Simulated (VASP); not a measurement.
# Hf2C (Pnnm) in VASP: notebook

Runs on Hf2C. Level: PBE. Tasks: single point, relaxation of cell and atoms.

All numbers are computed with VASP 6.6.1; they aren't measurements. Logs are shortened: lines on timing, memory, paths and dates and some standing lists are left out, and cuts for length are marked.

## Step 1: The cell of the first run

Symmetry: Pnnm, No. 58, orthorhombic system. The conventional cell has a = 5.215 Å, b = 5.374 Å, c = 3.510 Å, α = 90.00°, β = 90.00°, γ = 90.00°. Within 3.6 Å of Hf (site symmetry m) lie 3 C at 2.26 to 2.31 Å and 12 Hf at 3.01 to 3.51 Å. C (site symmetry 2/m) has 6 Hf at 2.26 to 2.31 Å within 3.0 Å.

## Step 2: Single point, PBE

INCAR

```
ALGO     = Normal         # electronic algorithm
EDIFF    = 1E-6           # SCF threshold, eV
ENCUT    = 520            # plane-wave cutoff, eV
GGA      = PE             # functional
ISIF     = 2              # what is computed and relaxed
ISMEAR   = 0              # smearing method
LASPH    = T              # aspherical terms in the spheres
LCHARG   = T              # write CHGCAR
LELF     = T              # ELF
LREAL    = F              # projectors in reciprocal space
LVHAR    = T            
LWAVE    = F              # write WAVECAR
NBANDS   = 33             # bands
NELM     = 100            # most SCF steps
PREC     = Accurate       # precision mode
SIGMA    = 0.1            # smearing width, eV
```

KPOINTS

```
k-points
0
Gamma
  4 4 6
```

POSCAR

```
Hf2C
1.0
    5.2147899580      0.0000000000      0.0000000000
    0.0000000000      5.3735736266      0.0000000000
    0.0000000000      0.0000000000      3.5099547794
Hf C
4 2
Direct
    0.2250000000      0.8250000000      0.5000000000
    0.7250000000      0.6750000000      0.0000000000
    0.7750000000      0.1750000000      0.5000000000
    0.2750000000      0.3250000000      0.0000000000
    0.5000000000      0.5000000000      0.5000000000
    0.0000000000      0.0000000000      0.0000000000
```

Potentials or basis: VASP PAW PBE potentials, release 64 (Hf_pv, C).

The run is started by

```console
> cat potpaw_PBE.64/Hf_pv/POTCAR potpaw_PBE.64/C/POTCAR > POTCAR
> mpirun -np 1 vasp_std > vasp.out
```

OUTCAR:

```text
EDIFF = 1E-6
   ENCUT = 520
   GGA = PE
   ISIF = 2
   ISMEAR = 0
   LASPH = T
   LREAL = F
   NELM = 100
   PREC = Accurate

 ion  position               nearest neighbor table
   1  0.225  0.825  0.500-   5 2.26   6 2.31   6 2.31   3 3.01   4 3.22   4 3.22   4 3.22   4 3.22
                             2 3.24   2 3.24   2 3.24   2 3.24   3 3.43
   2  0.725  0.675  0.000-   6 2.26   5 2.31   5 2.31   4 3.01   3 3.22   3 3.22   3 3.22   3 3.22
                             1 3.24   1 3.24   1 3.24   1 3.24   4 3.43
   3  0.775  0.175  0.500-   5 2.26   6 2.31   6 2.31   1 3.01   2 3.22   2 3.22   2 3.22   2 3.22
                             4 3.24   4 3.24   4 3.24   4 3.24   1 3.43
   4  0.275  0.325  0.000-   6 2.26   5 2.31   5 2.31   2 3.01   1 3.22   1 3.22   1 3.22   1 3.22
                             3 3.24   3 3.24   3 3.24   3 3.24   2 3.43
   5  0.500  0.500  0.500-   1 2.26   3 2.26   2 2.31   4 2.31   2 2.31   4 2.31
   6  0.000  0.000  0.000-   2 2.26   4 2.26   3 2.31   1 2.31   1 2.31   3 2.31

  LATTYP: Found a simple orthorhombic cell.
 ALAT       =     3.5099547794
 B/A-ratio  =     1.4857142857
 C/A-ratio  =     1.5309523810

  Lattice vectors:

 A1 = (   0.0000000000,   0.0000000000,   3.5099547794)
 A2 = (   5.2147899580,   0.0000000000,   0.0000000000)
 A3 = (   0.0000000000,   5.3735736266,   0.0000000000)

Analysis of symmetry for initial positions (statically):
=====================================================================
 Subroutine PRICEL returns:
 Original cell was already a primitive cell.

 Routine SETGRP: Setting up the symmetry group for a
 simple orthorhombic supercell.

 Subroutine GETGRP returns: Found  8 space group operations
 (whereof  4 operations were pure point group operations)
 out of a pool of  8 trial point group operations.

The static configuration has the point symmetry C_2h.
 The point group associated with its full space group is D_2h.

Analysis of symmetry for dynamics (positions and initial velocities):
=====================================================================
 Subroutine PRICEL returns:
 Original cell was already a primitive cell.

 Routine SETGRP: Setting up the symmetry group for a
 simple orthorhombic supercell.

 Subroutine GETGRP returns: Found  8 space group operations
 (whereof  4 operations were pure point group operations)
 out of a pool of  8 trial point group operations.

The dynamic configuration has the point symmetry C_2h.
 The point group associated with its full space group is D_2h.

 Subroutine INISYM returns: Found  8 space group operations
 (whereof  4 operations are pure point group operations),
 and found     1 'primitive' translations

----------------------------------------------------------------------------------------

                                     Primitive cell

  volume of cell :      98.3562

  direct lattice vectors                    reciprocal lattice vectors
     5.214789958  0.000000000  0.000000000     0.191762278  0.000000000  0.000000000
     0.000000000  5.373573627  0.000000000     0.000000000  0.186095896  0.000000000
     0.000000000  0.000000000  3.509954779     0.000000000  0.000000000  0.284903955

  length of vectors
     5.214789958  5.373573627  3.509954779     0.191762278  0.186095896  0.284903955

  position of ions in fractional coordinates (direct lattice)
     0.225000000  0.825000000  0.500000000
     0.725000000  0.675000000  0.000000000
     0.775000000  0.175000000  0.500000000
     0.275000000  0.325000000  0.000000000
     0.500000000  0.500000000  0.500000000
     0.000000000  0.000000000  0.000000000

  ion indices of the primitive-cell ions
   primitive index   ion index
                 1           1
                 2           2
                 3           3
                 4           4
                 5           5
                 6           6

----------------------------------------------------------------------------------------

 KPOINTS: k-points

Automatic generation of k-mesh.
 Grid dimensions read from file:
 generate k-points for:    4    4    6

 Generating k-lattice:

  Cartesian coordinates                     Fractional coordinates (reciprocal lattice)
     0.047940569  0.000000000  0.000000000     0.250000000  0.000000000  0.000000000
     0.000000000  0.046523974  0.000000000     0.000000000  0.250000000  0.000000000
     0.000000000  0.000000000  0.047483993     0.000000000  0.000000000  0.166666667

  Length of vectors
     0.047940569  0.046523974  0.047483993

  Shift w.r.t. Gamma in fractional coordinates (k-lattice)
     0.000000000  0.000000000  0.000000000

 Subroutine IBZKPT returns following result:
 ===========================================

 Found     36 irreducible k-points:

 Following reciprocal coordinates:
            Coordinates               Weight
  0.000000  0.000000  0.000000      1.000000
  0.250000  0.000000  0.000000      2.000000
  0.500000  0.000000  0.000000      1.000000
  0.000000  0.250000  0.000000      2.000000
  0.250000  0.250000  0.000000      4.000000
  0.500000  0.250000  0.000000      2.000000
[... 16 lines left out ...]
  0.250000  0.250000  0.333333      8.000000
  0.500000  0.250000  0.333333      4.000000
 [... further k-points ...]
   k-points           NKPTS =     36   k-points in BZ     NKDIM =     36   number of bands    NBANDS=     33
   number of dos      NEDOS =    301   number of ions     NIONS =      6
   total plane-waves  NPLWV =  44800
   dimension x,y,z NGX =    40 NGY =   40 NGZ =   28
   dimension x,y,z NGXF=    80 NGYF=   80 NGZF=   56
   ions per type =               4   2
   NGX,Y,Z   is equivalent  to a cutoff of  12.75, 12.38, 13.26 a.u.
   NGXF,Y,Z  is equivalent  to a cutoff of  25.50, 24.75, 26.52 a.u.
 SYSTEM =  unknown system
   PREC   = accura    normal or accurate (medium, high low for compatibility)
   ISTART =      0    job   : 0-new  1-cont  2-samecut
   ICHARG =      2    charge: 1-file 2-atom 10-const
   ISPIN  =      1    spin polarized calculation?
   LNONCOLLINEAR =      F non collinear calculations
   LSORBIT =      F    spin-orbit coupling
   LASPH  =      T    aspherical Exc in radial PAW
   ENCUT  =  520.0 eV  38.22 Ry    6.18 a.u.   9.70  9.99  6.53*2*pi/ulx,y,z
   NELM   =    100;   NELMIN=  2; NELMDL= -5     # of ELM steps
   EDIFF  = 0.1E-05   stopping-criterion for ELM
   LREAL  =      F    real-space projection
   EDIFFG = 0.1E-04   stopping-criterion for IOM
   NSW    =      0    number of steps for IOM
   IBRION =     -1    ionic relax: 0-MD 1-quasi-New 2-CG
   NFREE  =      0    steps in history (QN), initial steepest desc. (CG)
   ISIF   =      2    stress and relaxation
   ISYM   =      2    0-nonsym 1-usesym 2-fastsym
   POTIM  = 0.5000    time-step for ionic-motion
   TEBEG  =    0.0;   TEEND  =   0.0 temperature during run
   PSTRESS=    0.0 pullay stress
   NELECT =      48.0000    total number of electrons
   NUPDOWN=      -1.0000    fix difference up-down
   EMIN   =  10.00;   EMAX   =-10.00  energy-range for DOS
   EFERMI =   0.00;   METHOD = LEGACY
   ISMEAR =     0;   SIGMA  =   0.10  broadening in eV -4-tet -1-fermi 0-gaus
   EFERMI_NEDOS =   21; number of points for ismear=-14 and -15
   IALGO  =     38    algorithm
   IMIX   =      4    mixing-type and parameters
     AMIX     =   0.40;   BMIX     =  1.00
     AMIX_MAG =   1.60;   BMIX_MAG =  1.00
  volume/ion in A,a.u.               =      16.39       110.62
  Fermi-wavevector in a.u.,A,eV,Ry     =   1.288906  2.435680 22.603084  1.661280
  Thomas-Fermi vector in A             =   2.420832
   LORBIT       =      0    0 simple, 1 ext, 2 COOP (PROOUT), +10 PAW based schemes
   GGA     = PE    functional components
   LHFCALC =     F    Hartree Fock is set to
   AEXX    =    0.0000 exact exchange contribution
   IVDW    =     0    specifies the selected vdW correction
   LEPSILON=     F    determine dielectric tensor
   LRPA    =     F    only Hartree local field effects (RPA)
 non-spin polarized calculation
 Gauss-broadening in eV      SIGMA  =   0.10
  energy-cutoff  :      520.00
  volume of cell :       98.36
 maximum number of plane-waves:      2668
 NGX is ok and might be reduce to    40
   NGX = 19   NGY = 19   NGZ = 13

 number of electron      47.9999999 magnetization

 Free energy of the ion-electron system (eV)
  ---------------------------------------------------
  ext. energy  EPLUGINS =         0.00000000
  ---------------------------------------------------
  free energy    TOTEN  =       -61.55776467 eV

  energy without entropy =      -61.54061634  energy(sigma->0) =      -61.54919051

 E-fermi :   5.0508     XC(G=0): -11.6137

 val. band max:        4.9978192441   @ k =   0.2500   0.5000   0.0000
 cond. band min:       5.0657481234   @ k =   0.0000   0.2500   0.1667
 fundamental gap:      0.0679288793
 Fermi energy:         5.0508441337

 k-point     1 :       0.0000    0.0000    0.0000
  band No.  band energies     occupation
      1     -25.5187      2.00000
      2     -25.3336      2.00000
      3     -25.2341      2.00000
      4     -25.1402      2.00000
      5     -25.1007      2.00000
      6     -24.9223      2.00000
[... 25 lines left out ...]
     32       9.1772      0.00000
     33       9.9703      0.00000

 k-point     2 :       0.2500    0.0000    0.0000
  band No.  band energies     occupation
      1     -25.4781      2.00000
      2     -25.3066      2.00000
      3     -25.2986      2.00000
      4     -25.1101      2.00000
      5     -25.0255      2.00000
      6     -24.9570      2.00000
[... 25 lines left out ...]
     32       8.9933      0.00000
     33       9.7576      0.00000
[... 754 lines left out ...]
     32       9.3326      0.00000
     33      10.0783      0.00000

 k-point    24 :       0.5000    0.2500    0.3333
  band No.  band energies     occupation
      1     -25.3729      2.00000
      2     -25.3729      2.00000
      3     -25.2584      2.00000
      4     -25.2584      2.00000
      5     -25.0575      2.00000
      6     -25.0575      2.00000
[... 25 lines left out ...]
     32       9.3151      0.00000
     33       9.9906      0.00000

 [... further k-points ...]

------------------------ aborting loop because EDIFF is reached ----------------------------------------

  FORCE on cell =-STRESS in cart. coord.  units (eV):
  Direction    XX          YY          ZZ          XY          YZ          ZX
  --------------------------------------------------------------------------------------
  -------------------------------------------------------------------------------------
  Total        3.5920790      2.8710165     -6.9945551     -0.0000000      0.0000000      0.0000000
  in kB       58.5133430     46.7675611   -113.9381412     -0.0000000      0.0000000      0.0000000
  external PRESSURE =      -2.8857457 kB  Pullay stress =       0.0000000 kB

 VOLUME and BASIS-vectors are now :
 -----------------------------------------------------------------------------
  energy-cutoff  :      520.00
  volume of cell :       98.36
      direct lattice vectors                 reciprocal lattice vectors
     5.214789958  0.000000000  0.000000000     0.191762278  0.000000000  0.000000000
     0.000000000  5.373573627  0.000000000     0.000000000  0.186095896  0.000000000
     0.000000000  0.000000000  3.509954779     0.000000000  0.000000000  0.284903955

 POSITION                                       TOTAL-FORCE (eV/Angst)
 -----------------------------------------------------------------------------------
      1.17333      4.43320      1.75498         0.099761     -0.465743      0.000000
      3.78072      3.62716      0.00000         0.099761      0.465743      0.000000
      4.04146      0.94038      1.75498        -0.099761      0.465743     -0.000000
      1.43407      1.74641      0.00000        -0.099761     -0.465743     -0.000000
      2.60739      2.68679      1.75498         0.000000      0.000000      0.000000
      0.00000      0.00000      0.00000         0.000000      0.000000      0.000000
 -----------------------------------------------------------------------------------
    total drift:                                0.000000     -0.000000     -0.000000

  FREE ENERGIE OF THE ION-ELECTRON SYSTEM (eV)
  ---------------------------------------------------
  free  energy   TOTEN  =       -61.5577646676 eV

  energy  without entropy=      -61.5406163449  energy(sigma->0) =      -61.54919051
```

Wall time 72 s (1 thread of AMD EPYC 9R45 (Zen 5), shared host); peak memory 0.22 GiB.

Results:

* Free energy: -61.5578 eV
* Pressure: -0.3 GPa
* Largest force: 0.476 eV/Å
* Band gap on the k mesh: zero (bands 24 and 25 overlap by 1.55 eV)

Forces on the atoms (eV/Å):
```
Hf   0.100 -0.466  0.000
Hf   0.100  0.466  0.000
Hf  -0.100  0.466  0.000
Hf  -0.100 -0.466  0.000
C    0.000  0.000  0.000
C    0.000  0.000  0.000
```

Levels at points of the mesh, in eV from the Fermi level:
```
           k point  band 20  band 21  band 22  band 23  band 24  band 25  band 26  band 27  band 28  band 29
(0.00, 0.00, 0.00)    -2.17    -1.34    -1.30     0.07     0.76     1.32     1.71     2.09     2.13     2.60
(0.50, 0.00, 0.00)    -2.95    -1.19    -1.19    -0.12    -0.12     1.37     1.37     2.29     2.29     2.98
(0.00, 0.50, 0.00)    -2.88    -1.50    -1.50    -0.24    -0.24     1.61     1.61     1.82     1.82     3.21
(0.50, 0.50, 0.00)    -2.80    -0.84    -0.84    -0.52    -0.52     1.30     1.30     1.62     1.62     2.48
(0.00, 0.00, 0.50)    -2.48    -1.15    -1.15    -0.67    -0.67    -0.52    -0.52     3.34     3.34     4.03
(0.50, 0.00, 0.50)    -2.11    -1.04    -1.04    -0.54    -0.54    -0.15    -0.15     2.43     2.43     3.00
(0.00, 0.50, 0.50)    -1.82    -1.68    -1.68    -1.07    -1.07    -0.27    -0.27     3.21     3.21     4.91
(0.50, 0.50, 0.50)    -2.59    -0.93    -0.93    -0.21    -0.21     0.19     0.19     2.14     2.14     3.36
```

Caveat: spin-orbit coupling is left out, which moves the levels of the heavy elements.

## Step 3: Relaxation of cell and atoms, PBE

INCAR

```
ALGO = Normal
EDIFF = 1E-6
EDIFFG = -0.04
ENCUT = 600
GGA = PE
IBRION = 2
ISIF = 3
ISMEAR = 0
LASPH = T
LCHARG = F
LREAL = F
LWAVE = F
NELM = 100
NSW = 90
PREC = Accurate
SIGMA = 0.1
```

KPOINTS is that of step 2.

POSCAR is that of step 2.

Potentials or basis: VASP PAW PBE potentials, release 64 (Hf_pv, C).

The run is started by

```console
> cat potpaw_PBE.64/Hf_pv/POTCAR potpaw_PBE.64/C/POTCAR > POTCAR
> mpirun -np 1 vasp_std > vasp.out
```

Wall time 9.7 min (1 thread of AMD EPYC 9R45 (Zen 5), shared host); peak memory 0.27 GiB.

The run converged. Its results:

```
Free energy                           : -61.9117 eV
Relaxed volume                        : 16.43 Å³/atom
Relaxed cell                          : a = 5.421 Å, b = 5.417 Å, c = 3.358 Å, α = 90.00°, β = 90.00°, γ = 90.00°
Space group after relaxing (to 0.1 Å) : P4_2/mnm (No. 136)
Energy gained by relaxing             : 58.6 meV/atom
Ionic steps                           : 15
Pressure after relaxing               : -0.1 GPa
Largest force after relaxing          : 0.021 eV/Å
Band gap on the k mesh                : zero (bands 24 and 25 overlap by 1.99 eV)
```

Forces on the atoms (eV/Å):
```
Hf   0.019 -0.008  0.000
Hf   0.019  0.008  0.000
Hf  -0.019  0.008  0.000
Hf  -0.019 -0.008  0.000
C    0.000  0.000  0.000
C    0.000  0.000  0.000
```

Stress tensor (GPa, compression positive):
```
-0.03  0.00  0.00
 0.00 -0.10  0.00
 0.00  0.00 -0.13
```

Step by step:
```
step  energy change (eV)  largest force (eV/Å)  pressure (GPa)  volume (Å³)
   1              0.0000                0.4760           -0.33        98.36
   2             -0.2903                0.1175            0.78        97.65
   3             -0.2927                0.1396            0.64        97.72
   4             -0.2947                0.1229           -1.03        98.62
   5             -0.2953                0.1202           -0.52        98.34
   6             -0.2990                0.1168           -0.34        98.25
   7             -0.3047                0.2003            0.22        97.99
   8             -0.3079                0.1911            0.22        98.02
   9             -0.3170                0.1637            0.21        98.13
  10             -0.3332                0.1028            0.12        98.34
  11             -0.3483                0.0712           -0.32        98.75
  12             -0.3498                0.0363            0.66        98.18
  13             -0.3510                0.0510            0.28        98.41
  14             -0.3504                0.0347           -0.69        98.91
  15             -0.3514                0.0207           -0.09        98.59
```

Final structure:
```
CELL_PARAMETERS angstrom
5.42080 0.00000 0.00000
0.00000 5.41702 0.00000
0.00000 0.00000 3.35762
ATOMIC_POSITIONS crystal
Hf 0.20162 0.79684 0.50000
Hf 0.70162 0.70316 0.00000
Hf 0.79838 0.20316 0.50000
Hf 0.29838 0.29684 0.00000
C 0.50000 0.50000 0.50000
C 0.00000 0.00000 0.00000
```

Levels at points of the mesh, in eV from the Fermi level:
```csv
k point,band 20,band 21,band 22,band 23,band 24,band 25,band 26,band 27,band 28
"(0.00, 0.00, 0.00)",-2.38,-1.32,-0.96,-0.01,1.32,1.44,2.09,2.24,2.49
"(0.50, 0.00, 0.00)",-2.50,-1.56,-1.56,-0.23,-0.23,2.13,2.13,2.35,2.35
"(0.00, 0.50, 0.00)",-2.50,-1.56,-1.56,-0.23,-0.23,2.11,2.11,2.39,2.39
"(0.50, 0.50, 0.00)",-2.37,-0.96,-0.96,-0.61,-0.61,1.95,1.95,2.19,2.19
"(0.00, 0.00, 0.50)",-2.42,-0.80,-0.80,-0.78,-0.78,-0.68,-0.68,2.95,2.95
"(0.50, 0.00, 0.50)",-1.87,-1.37,-1.37,-0.72,-0.72,-0.21,-0.21,2.87,2.87
"(0.00, 0.50, 0.50)",-1.88,-1.35,-1.35,-0.70,-0.70,-0.21,-0.21,2.84,2.84
"(0.50, 0.50, 0.50)",-2.82,-0.43,-0.43,-0.20,-0.20,-0.11,-0.11,1.87,1.87
```

Caveat: spin-orbit coupling is left out, which moves the levels of the heavy elements.
